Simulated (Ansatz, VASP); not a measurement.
## Au in VASP and in Ansatz

The input INCAR:

```
PREC = Accurate
ENCUT = 520
EDIFF = 1E-7
ISMEAR = -1
SIGMA = 0.1
LREAL = F
LASPH = T
NELM = 80
ALGO = Normal
ISIF = 2
LWAVE = F
LCHARG = F
GGA = B5
ALDAX = 1.0
AGGAX = 1.0
AGGAC = 1.0
ALDAC = 0.0
NBANDS = 12
```

The input KPOINTS:

```
Automatic mesh
0
Gamma
  21 21 21
```

POSCAR

```
Au
1.0
    0.0000000000      2.2169914894      2.2169914894
    2.2169914894      0.0000000000      2.2169914894
    2.2169914894      2.2169914894      0.0000000000
Au
1
Direct
    0.0000000000      0.0000000000      0.0000000000
```

Input for Ansatz:

```yaml
crystal:
  lattice:
    - [0.0, 2.2169914892, 2.2169914892]
    - [2.2169914892, 0.0, 2.2169914892]
    - [2.2169914892, 2.2169914892, 0.0]
  atoms:
    - { symbol: Au, position: [0.0, 0.0, 0.0] }
hamiltonian:
  xc: blyp
  pseudopotentials:
    kind: paw
    azcp:
      Au: "pseudopotentials/Au.paw.azcp"
basis:
  ecutwfc: 420
  fft_grid_basis: typed
kpoints:
  mp_grid: { grid: [21, 21, 21], shift: [0, 0, 0] }
magnetization:
  spin_polarized: false
scf:
  occupations: { method: fermi_dirac, width: 0.1 }
output:
  stress: true
```

Alike in both runs: task single point; functional BLYP; k mesh 21 × 21 × 21; occupations fermi-dirac, width 0.1 eV; no spin polarisation.

```csv
,VASP,Ansatz
version,VASP 6.6.1,Ansatz 0.2.0
potentials or method,"VASP PAW PBE potentials, release 64 (Au), cutoff 520 eV","plane waves (420 eV) with PAW, scalar-relativistic"
valence electrons in the cell,11,19
```

|  | VASP | Ansatz | Ansatz less VASP |
| --- | --- | --- | --- |
| pressure (GPa) | -8.0 | -8.2 | -0.22 |

VASP's potentials were made for PBE, not for BLYP. With one functional, cell and mesh, what is left measures potentials, basis and numerics. VASP's potentials hold 11 valence electrons a cell and Ansatz's 19, so a difference there can come from the potentials and not from the codes.

Spin-orbit coupling is off throughout.
